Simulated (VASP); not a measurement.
# MgO (Fm-3m) in VASP: notebook, part 2 of 2

VASP 6.6.1. The steps go on from the part before.

## (5) Single point, RPBE+D4

This run uses another cell than the first one, of 9.48 Å³/atom, 1.118 times its volume.

The input, INCAR:

```
PREC = Accurate ; ENCUT = 520
EDIFF = 1E-6 ; ISMEAR = -1
SIGMA = 0.05 ; LREAL = F
LASPH = T ; NELM = 60
ALGO = Normal ; ISIF = 2
LWAVE = F ; LCHARG = T
GGA = RP ; IVDW = 13
LELF = T ; LVHAR = T
NBANDS = 11
```

The input, KPOINTS:

```
Automatic mesh
0
Gamma
  11 11 11
```

The input, POSCAR:

```
MgO
1.0
    0.0000000000      2.1161116985      2.1161116985
    2.1161116985      0.0000000000      2.1161116985
    2.1161116985      2.1161116985      0.0000000000
Mg O
1 1
Direct
    0.0000000000      0.0000000000      0.0000000000
    0.5000000000      0.5000000000      0.5000000000
```

Potentials or basis: VASP PAW PBE potentials, release 64 (Mg, O).

The run is started by

```sh
$ cat potpaw_PBE.64/Mg/POTCAR potpaw_PBE.64/O/POTCAR > POTCAR
$ mpirun -np 1 vasp_std > vasp.out
```

OUTCAR:

```text
PREC = Accurate
   ENCUT = 520
   EDIFF = 1E-6
   ISMEAR = -1
   LREAL = F
   LASPH = T
   NELM = 60
   ISIF = 2
   GGA = RP
   IVDW = 13

 ion  position               nearest neighbor table
   1  0.000  0.000  0.000-   2 2.12   2 2.12   2 2.12   2 2.12   2 2.12   2 2.12
   2  0.500  0.500  0.500-   1 2.12   1 2.12   1 2.12   1 2.12   1 2.12   1 2.12

  LATTYP: Found a face centered cubic cell.
 ALAT       =     4.2322233970

  Lattice vectors:

 A1 = (   0.0000000000,   2.1161116985,   2.1161116985)
 A2 = (   2.1161116985,   0.0000000000,   2.1161116985)
 A3 = (   2.1161116985,   2.1161116985,   0.0000000000)

Analysis of symmetry for initial positions (statically):
=====================================================================
 Subroutine PRICEL returns:
 Original cell was already a primitive cell.

 Routine SETGRP: Setting up the symmetry group for a
 face centered cubic supercell.

 Subroutine GETGRP returns: Found 48 space group operations
 (whereof 48 operations were pure point group operations)
 out of a pool of 48 trial point group operations.

The static configuration has the point symmetry O_h .

[... 171 lines left out ...]
      4       3.2403      2.00000
      5       7.9315      0.00000
      6      19.0880      0.00000
      7      19.0880      0.00000
      8      19.0880      0.00000
      9      22.9205      0.00000
     10      24.7266      0.00000
     11      24.7266      0.00000
[... 309 lines left out ...]
 k-point    24 :      -0.1818    0.1818    0.0000
  band No.  band energies     occupation
      1     -13.2762      2.00000
      2       0.4397      2.00000
      3       2.1578      2.00000
      4       2.8804      2.00000
      5      11.2363      0.00000
      6      15.3248      0.00000
      7      18.7195      0.00000
      8      21.2209      0.00000
      9      21.2817      0.00000
     10      24.5017      0.00000
     11      27.7306      0.00000

 [... further k-points ...]

------------------------ aborting loop because EDIFF is reached ----------------------------------------

  DFT-D4 for vdW energy calculation

  Edisp (eV):   -0.70923

  FORCE on cell =-STRESS in cart. coord.  units (eV):
  Direction    XX          YY          ZZ          XY          YZ          ZX
  --------------------------------------------------------------------------------------
  -------------------------------------------------------------------------------------
  Total      -0.10926    -0.10926    -0.10926     0.00000     0.00000    -0.00000
  in kB      -9.23678    -9.23678    -9.23678     0.00000     0.00000    -0.00000
  external pressure =       -9.24 kB  Pullay stress =        0.00 kB

 VOLUME and BASIS-vectors are now :
 -----------------------------------------------------------------------------
  energy-cutoff  :      520.00
  volume of cell :       18.95
      direct lattice vectors                 reciprocal lattice vectors
     0.000000000  2.116111699  2.116111699    -0.236282423  0.236282423  0.236282423
     2.116111699  0.000000000  2.116111699     0.236282423 -0.236282423  0.236282423
     2.116111699  2.116111699  0.000000000     0.236282423  0.236282423 -0.236282423

 POSITION                                       TOTAL-FORCE (eV/Angst)
 -----------------------------------------------------------------------------------
      0.00000      0.00000      0.00000         0.000000     -0.000000      0.000000
      2.11611      2.11611      2.11611        -0.000000      0.000000     -0.000000
 -----------------------------------------------------------------------------------
    total drift:                               -0.000000     -0.000000      0.000000

  FREE ENERGIE OF THE ION-ELECTRON SYSTEM (eV)
  ---------------------------------------------------
  free  energy   TOTEN  =       -11.9390634098 eV

  energy  without entropy=      -11.9390634098  energy(sigma->0) =      -11.93906341
```

OSZICAR:

```text
N       E                     dE             d eps       ncg     rms          rms(c)
DAV:   1     0.152089400284E+02    0.15209E+02   -0.46603E+03  1424   0.648E+02
DAV:   2    -0.121639373178E+02   -0.27373E+02   -0.26317E+02  1437   0.136E+02
DAV:   3    -0.127713193137E+02   -0.60738E+00   -0.60670E+00  1492   0.171E+01
DAV:   4    -0.127728334140E+02   -0.15141E-02   -0.15141E-02  1340   0.985E-01
DAV:   5    -0.127728381470E+02   -0.47331E-05   -0.47330E-05  1442   0.547E-02    0.725E+00
DAV:   6    -0.112272135328E+02    0.15456E+01   -0.87193E+00  1271   0.163E+01    0.224E+00
DAV:   7    -0.112261698449E+02    0.10437E-02   -0.51242E-02  1352   0.209E+00    0.138E+00
DAV:   8    -0.112300831879E+02   -0.39133E-02   -0.35605E-02  1289   0.206E+00    0.237E-01
DAV:   9    -0.112297269294E+02    0.35626E-03   -0.60009E-04  1427   0.167E-01    0.137E-01
DAV:  10    -0.112298331682E+02   -0.10624E-03   -0.81262E-04  1331   0.211E-01    0.220E-02
DAV:  11    -0.112298345557E+02   -0.13874E-05   -0.16881E-05  1445   0.287E-02    0.575E-03
DAV:  12    -0.112298341871E+02    0.36851E-06   -0.10964E-06  1250   0.847E-03
   1 F= -.11939063E+02 E0= -.11939063E+02  d E =-.299143E-10
```

stdout:

```text
POSCAR found type information on POSCAR MgO
 POSCAR found :  2 types and       2 ions
 scaLAPACK will be used
 -----------------------------------------------------------------------------
|                                                                             |
|                                                                             |
|     You enforced a specific xc type in the INCAR file but a different       |
|     I HOPE YOU KNOW WHAT YOU ARE DOING!                                     |
|                                                                             |
 -----------------------------------------------------------------------------

 LDA part: xc-table for (Slater+PW92), standard interpolation
 POSCAR, INCAR and KPOINTS ok, starting setup
 FFT: planning ... GRIDC
 FFT: planning ... GRID_SOFT
 FFT: planning ... GRID
 WAVECAR not read
 entering main loop
```

Run time: 5.4 s. Hardware: 1 thread of Intel Xeon 6975P-C (Granite Rapids), shared host; peak memory 0.14 GiB.

What came out:

```yaml
Free_energy: -11.9391 eV
Pressure: -0.9 GPa
Band_gap_on_the_k_mesh: 4.69 eV, direct
Dispersion_energy_per_atom: -0.355 eV
```

Caveat: the PAW data sets were made with another functional, which shifts forces and pressure a little.

## (6) Overview

| level | cell | gap on the mesh (eV) | pressure (GPa) |
| --- | --- | --- | --- |
| RPBE+D3(BJ) | a = 2.883 Å, angles 60.0°, 2 atoms | 5.83 | -1.0 |
| PBEsol+D3(BJ) | a = 2.953 Å, angles 60.0°, 2 atoms | 4.89 | -0.5 |
| PBEsol+D4 | a = 2.969 Å, angles 60.0°, 2 atoms | 4.73 | -0.5 |
| RPBE+D4 | a = 2.993 Å, angles 60.0°, 2 atoms | 4.69 | -0.9 |

Alike in all rows: task single point; potentials or basis VASP PAW PBE potentials, release 64 (Mg, O); no spin polarisation; k mesh 11 × 11 × 11; cutoff (eV) 520; smearing fermi-dirac 0.05 eV.

Caveats: the PAW data sets were made with another functional, which shifts forces and pressure a little.

Total energies depend on the potentials used, so only differences within one code and one set of settings carry meaning.
